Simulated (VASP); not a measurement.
# Al3B2As (P6/mmm) in VASP: single point with PBE

Aim: the single point of Al3B2As with PBE.

Program: VASP 6.6.1. These are calculated values, not measurements. Logs are shortened: lines on timing, memory, paths and dates and some standing lists are left out, and cuts for length are marked.

## 1. The cell of the first run

It takes space group P6/mmm (No. 191, hexagonal). The conventional cell has a = 4.803 Å, b = 4.803 Å, c = 7.623 Å, α = 90.00°, β = 90.00°, γ = 120.00°. Al (site symmetry -6m2) has 3 Al at 2.77 Å and 3 As at 2.77 Å and 6 B at 3.34 Å within 3.7 Å. Within 2.6 Å of Al (site symmetry 6/mmm) lie 2 B at 1.95 Å. B (site symmetry 6mm) has 1 As at 1.86 Å and 1 Al at 1.95 Å within 2.5 Å. Within 2.5 Å of As (site symmetry 6/mmm) lie 2 B at 1.86 Å.

The cell was generated, and may not be a known phase.

## 2. Single point, PBE

Contents of INCAR:

```
SYSTEM = Al3B2As
  PREC = Accurate
  ENCUT = 560
  EDIFF = 1E-6
  ISMEAR = 0
  SIGMA = 0.1
  LREAL = .FALSE.
  LASPH = .TRUE.
  NELM = 120
  ALGO = Normal
  ISIF = 2
  LWAVE = .FALSE.
  LCHARG = .FALSE.
  GGA = PE
  NBANDS = 24
  GGA_COMPAT = .FALSE.
```

Contents of KPOINTS:

```
Automatic mesh
0
G
  6 6 2
  0 0 0
```

Contents of POSCAR:

```
Al3B2As
1.0
    4.8025884663     -0.0000000038      0.0000000000
   -2.4012942298      4.1591636176      0.0000000000
    0.0000000000      0.0000000000      7.6231573197
Al B As
3 2 1
Direct
    0.3333333333      0.6666666667      0.5000000000
    0.6666666667      0.3333333333      0.5000000000
    0.0000000000      0.0000000000      0.0000000000
    0.0000000000      0.0000000000      0.7444300685
    0.0000000000      0.0000000000      0.2555699315
    0.0000000000      0.0000000000      0.5000000000
```

Potentials or basis: VASP PAW PBE potentials, release 64 (Al, B, As_d).

Started as:

```
> cat potpaw_PBE.64/Al/POTCAR potpaw_PBE.64/B/POTCAR potpaw_PBE.64/As_d/POTCAR > POTCAR
> mpirun -np 1 vasp_std > vasp.out
```

OUTCAR:

```text
SYSTEM = Al3B2As
   PREC = Accurate
   ENCUT = 560
   EDIFF = 1E-6
   ISMEAR = 0
   LREAL = .FALSE.
   LASPH = .TRUE.
   NELM = 120
   ISIF = 2
   GGA = PE

 ion  position               nearest neighbor table
   1  0.333  0.667  0.500-   2 2.77   6 2.77   2 2.77   6 2.77   6 2.77   2 2.77
   2  0.667  0.333  0.500-   1 2.77   6 2.77   1 2.77   6 2.77   6 2.77   1 2.77
   3  0.000  0.000  0.000-   4 1.95   5 1.95
   4  0.000  0.000  0.744-   6 1.86   3 1.95
   5  0.000  0.000  0.256-   6 1.86   3 1.95
   6  0.000  0.000  0.500-   4 1.86   5 1.86   1 2.77   2 2.77   1 2.77   2 2.77   2 2.77   1 2.77

  LATTYP: Found a hexagonal cell.
 ALAT       =     4.8025884663
 C/A-ratio  =     1.5873018005

  Lattice vectors:

 A1 = (   4.8025884663,  -0.0000000038,   0.0000000000)
 A2 = (  -2.4012942298,   4.1591636176,   0.0000000000)
 A3 = (   0.0000000000,   0.0000000000,   7.6231573197)

Analysis of symmetry for initial positions (statically):
=====================================================================
 Subroutine PRICEL returns:
 Original cell was already a primitive cell.

 Routine SETGRP: Setting up the symmetry group for a
 hexagonal supercell.

 Subroutine GETGRP returns: Found 24 space group operations
 (whereof 24 operations were pure point group operations)
 out of a pool of 24 trial point group operations.

The static configuration has the point symmetry D_6h.

Analysis of symmetry for dynamics (positions and initial velocities):
=====================================================================
 Subroutine PRICEL returns:
 Original cell was already a primitive cell.

 Routine SETGRP: Setting up the symmetry group for a
 hexagonal supercell.

 Subroutine GETGRP returns: Found 24 space group operations
 (whereof 24 operations were pure point group operations)
 out of a pool of 24 trial point group operations.

The dynamic configuration has the point symmetry D_6h.

 Subroutine INISYM returns: Found 24 space group operations
 (whereof 24 operations are pure point group operations),
 and found     1 'primitive' translations

----------------------------------------------------------------------------------------

                                     Primitive cell

  volume of cell :     152.2707

  direct lattice vectors                    reciprocal lattice vectors
     4.802588466 -0.000000004  0.000000000     0.208221047  0.120216478  0.000000000
    -2.401294230  4.159163618  0.000000000     0.000000000  0.240432955  0.000000000
     0.000000000  0.000000000  7.623157320     0.000000000  0.000000000  0.131179242

  length of vectors
     4.802588466  4.802588466  7.623157320     0.240432955  0.240432955  0.131179242

  position of ions in fractional coordinates (direct lattice)
     0.333333333  0.666666667  0.500000000
     0.666666667  0.333333333  0.500000000
     0.000000000  0.000000000  0.000000000
     0.000000000  0.000000000  0.744430069
     0.000000000  0.000000000  0.255569931
     0.000000000  0.000000000  0.500000000

  ion indices of the primitive-cell ions
   primitive index   ion index
                 1           1
                 2           2
                 3           3
                 4           4
                 5           5
                 6           6

----------------------------------------------------------------------------------------

 KPOINTS: Automatic mesh

Automatic generation of k-mesh.
 Grid dimensions read from file:
 generate k-points for:    6    6    2

 Generating k-lattice:

  Cartesian coordinates                     Fractional coordinates (reciprocal lattice)
     0.034703508  0.020036080  0.000000000     0.166666667  0.000000000  0.000000000
     0.000000000  0.040072159  0.000000000     0.000000000  0.166666667  0.000000000
     0.000000000  0.000000000  0.065589621     0.000000000  0.000000000  0.500000000

  Length of vectors
     0.040072159  0.040072159  0.065589621

  Shift w.r.t. Gamma in fractional coordinates (k-lattice)
     0.000000000  0.000000000  0.000000000

 Subroutine IBZKPT returns following result:
 ===========================================

 Found     14 irreducible k-points:

 Following reciprocal coordinates:
            Coordinates               Weight
  0.000000  0.000000  0.000000      1.000000
  0.166667  0.000000  0.000000      6.000000
  0.333333 -0.000000  0.000000      6.000000
  0.500000  0.000000  0.000000      3.000000
  0.166667  0.166667  0.000000      6.000000
  0.333333  0.166667  0.000000     12.000000
  0.333333  0.333333  0.000000      2.000000
  0.000000  0.000000  0.500000      1.000000
  0.166667  0.000000  0.500000      6.000000
  0.333333 -0.000000  0.500000      6.000000
  0.500000  0.000000  0.500000      3.000000
  0.166667  0.166667  0.500000      6.000000
  0.333333  0.166667  0.500000     12.000000
  0.333333  0.333333  0.500000      2.000000
   k-points           NKPTS =     14   k-points in BZ     NKDIM =     14   number of bands    NBANDS=     24
   number of dos      NEDOS =    301   number of ions     NIONS =      6
   total plane-waves  NPLWV =  96000
   dimension x,y,z NGX =    40 NGY =   40 NGZ =   60
   dimension x,y,z NGXF=    80 NGYF=   80 NGZF=  120
   ions per type =               3   2   1
   NGX,Y,Z   is equivalent  to a cutoff of  13.85, 13.85, 13.08 a.u.
   NGXF,Y,Z  is equivalent  to a cutoff of  27.69, 27.69, 26.17 a.u.
 SYSTEM =  Al3B2As
   PREC   = accura    normal or accurate (medium, high low for compatibility)
   ISTART =      0    job   : 0-new  1-cont  2-samecut
   ICHARG =      2    charge: 1-file 2-atom 10-const
   ISPIN  =      1    spin polarized calculation?
   LNONCOLLINEAR =      F non collinear calculations
   LSORBIT =      F    spin-orbit coupling
   LASPH  =      T    aspherical Exc in radial PAW
   ENCUT  =  560.0 eV  41.16 Ry    6.42 a.u.   9.27  9.27 14.71*2*pi/ulx,y,z
   NELM   =    120;   NELMIN=  2; NELMDL= -5     # of ELM steps
   EDIFF  = 0.1E-05   stopping-criterion for ELM
   LREAL  =      F    real-space projection
[... 7 lines left out ...]
   TEBEG  =    0.0;   TEEND  =   0.0 temperature during run
   PSTRESS=    0.0 pullay stress
   NELECT =      30.0000    total number of electrons
   NUPDOWN=      -1.0000    fix difference up-down
   EMIN   =  10.00;   EMAX   =-10.00  energy-range for DOS
   EFERMI =   0.00;   METHOD = LEGACY
   ISMEAR =     0;   SIGMA  =   0.10  broadening in eV -4-tet -1-fermi 0-gaus
   EFERMI_NEDOS =   21; number of points for ismear=-14 and -15
   IALGO  =     38    algorithm
   IMIX   =      4    mixing-type and parameters
     AMIX     =   0.40;   BMIX     =  1.00
     AMIX_MAG =   1.60;   BMIX_MAG =  1.00
  volume/ion in A,a.u.               =      25.38       171.26
  Fermi-wavevector in a.u.,A,eV,Ry     =   0.952598  1.800150 12.346520  0.907444
  Thomas-Fermi vector in A             =   2.081176
   LORBIT       =      0    0 simple, 1 ext, 2 COOP (PROOUT), +10 PAW based schemes
   GGA     = PE    functional components
   LHFCALC =     F    Hartree Fock is set to
   AEXX    =    0.0000 exact exchange contribution
   IVDW    =     0    specifies the selected vdW correction
   LEPSILON=     F    determine dielectric tensor
   LRPA    =     F    only Hartree local field effects (RPA)
 non-spin polarized calculation
 Gauss-broadening in eV      SIGMA  =   0.10
  energy-cutoff  :      560.00
  volume of cell :      152.27
 maximum number of plane-waves:      4637
 NGX is ok and might be reduce to    40
   NGX = 19   NGY = 19   NGZ = 29

 number of electron      29.9999996 magnetization

 Free energy of the ion-electron system (eV)
  ---------------------------------------------------
  ext. energy  EPLUGINS =         0.00000000
  ---------------------------------------------------
  free energy    TOTEN  =       -20.75251893 eV

  energy without entropy =      -20.71987382  energy(sigma->0) =      -20.73619638

 E-fermi :   2.0059     XC(G=0):  -7.8913

 val. band max:        1.9696367218   @ k =   0.3333   0.3333   0.5000
 cond. band min:       2.0229706909   @ k =   0.3333   0.1667   0.0000
 fundamental gap:      0.0533339690
 Fermi energy:         2.0059166170

 k-point     1 :       0.0000    0.0000    0.0000
  band No.  band energies     occupation
      1     -34.8207      2.00000
      2     -34.8207      2.00000
      3     -34.7218      2.00000
      4     -34.6779      2.00000
      5     -34.6779      2.00000
      6     -11.8056      2.00000
[... 16 lines left out ...]
     23       7.2190      0.00000
     24       8.3327      0.00000

 k-point     2 :       0.1667    0.0000    0.0000
  band No.  band energies     occupation
      1     -34.8207      2.00000
      2     -34.8206      2.00000
      3     -34.7218      2.00000
      4     -34.6779      2.00000
      5     -34.6779      2.00000
      6     -11.7251      2.00000
[... 16 lines left out ...]
     23       6.1340      0.00000
     24       7.8439      0.00000

 k-point     3 :       0.3333   -0.0000    0.0000
  band No.  band energies     occupation
      1     -34.8207      2.00000
      2     -34.8206      2.00000
      3     -34.7217      2.00000
      4     -34.6779      2.00000
      5     -34.6779      2.00000
      6     -11.5497      2.00000
[... 16 lines left out ...]
     23       6.9102      0.00000
     24       7.2188      0.00000
[... 244 lines left out ...]
 k-point    13 :       0.3333    0.1667    0.5000
  band No.  band energies     occupation
      1     -34.8207      2.00000
      2     -34.8206      2.00000
      3     -34.7217      2.00000
      4     -34.6779      2.00000
      5     -34.6779      2.00000
      6     -11.4508      2.00000
[... 16 lines left out ...]
     23       6.1484      0.00000
     24       6.4334      0.00000

 k-point    14 :       0.3333    0.3333    0.5000
  band No.  band energies     occupation
      1     -34.8206      2.00000
      2     -34.8206      2.00000
      3     -34.7217      2.00000
      4     -34.6779      2.00000
      5     -34.6779      2.00000
      6     -11.4023      2.00000
[... 16 lines left out ...]
     23       6.1512      0.00000
     24       6.1943      0.00000

------------------------ aborting loop because EDIFF is reached ----------------------------------------

  FORCE on cell =-STRESS in cart. coord.  units (eV):
  Direction    XX          YY          ZZ          XY          YZ          ZX
  --------------------------------------------------------------------------------------
  -------------------------------------------------------------------------------------
  Total        0.1049610      0.1049610     -0.2624970      0.0000000      0.0000000      0.0000000
  in kB        1.1043900      1.1043900     -2.7619679      0.0000000      0.0000000      0.0000000
  external PRESSURE =      -0.1843960 kB  Pullay stress =       0.0000000 kB

 VOLUME and BASIS-vectors are now :
 -----------------------------------------------------------------------------
  energy-cutoff  :      560.00
  volume of cell :      152.27
      direct lattice vectors                 reciprocal lattice vectors
     4.802588466 -0.000000004  0.000000000     0.208221047  0.120216478  0.000000000
    -2.401294230  4.159163618  0.000000000     0.000000000  0.240432955  0.000000000
     0.000000000  0.000000000  7.623157320     0.000000000  0.000000000  0.131179242

 POSITION                                       TOTAL-FORCE (eV/Angst)
 -----------------------------------------------------------------------------------
      0.00000      2.77278      3.81158        -0.000000      0.000000      0.000000
      2.40129      1.38639      3.81158         0.000000     -0.000000     -0.000000
      0.00000      0.00000      0.00000         0.000000     -0.000000      0.000000
      0.00000      0.00000      5.67491         0.000000     -0.000000     -0.056264
      0.00000      0.00000      1.94825         0.000000     -0.000000      0.056264
      0.00000      0.00000      3.81158         0.000000     -0.000000      0.000000
 -----------------------------------------------------------------------------------
    total drift:                               -0.000000     -0.000000      0.000000

  FREE ENERGIE OF THE ION-ELECTRON SYSTEM (eV)
  ---------------------------------------------------
  free  energy   TOTEN  =       -20.7525189328 eV

  energy  without entropy=      -20.7198738229  energy(sigma->0) =      -20.73619638
```

Wall time 53 s (1 thread of Intel Xeon Platinum 8259CL at 2.50GHz (Skylake/Cascade Lake), shared host); peak memory 0.32 GiB.

What came out:

```yaml
Free_energy: -20.7525 eV
Pressure: 0.0 GPa
Largest_force: 0.056 eV/Å
Band_gap_on_the_k_mesh: zero (bands 15 and 16 overlap by 1.11 eV)
```

Forces in eV/Å, atoms in the order of the input:
```
Al   0.000  0.000  0.000
Al   0.000  0.000  0.000
Al   0.000  0.000  0.000
B    0.000  0.000 -0.056
B    0.000  0.000  0.056
As   0.000  0.000  0.000
```

Stress tensor (GPa, compression positive):
```
 0.11  0.00  0.00
 0.00  0.11  0.00
 0.00  0.00 -0.28
```

Caveat: the k points lie up to 0.41 Å⁻¹ apart, too coarse for converged energies and pressures of a metal.

The gap in the log of VASP goes by the Fermi energy; the results here count the filled bands.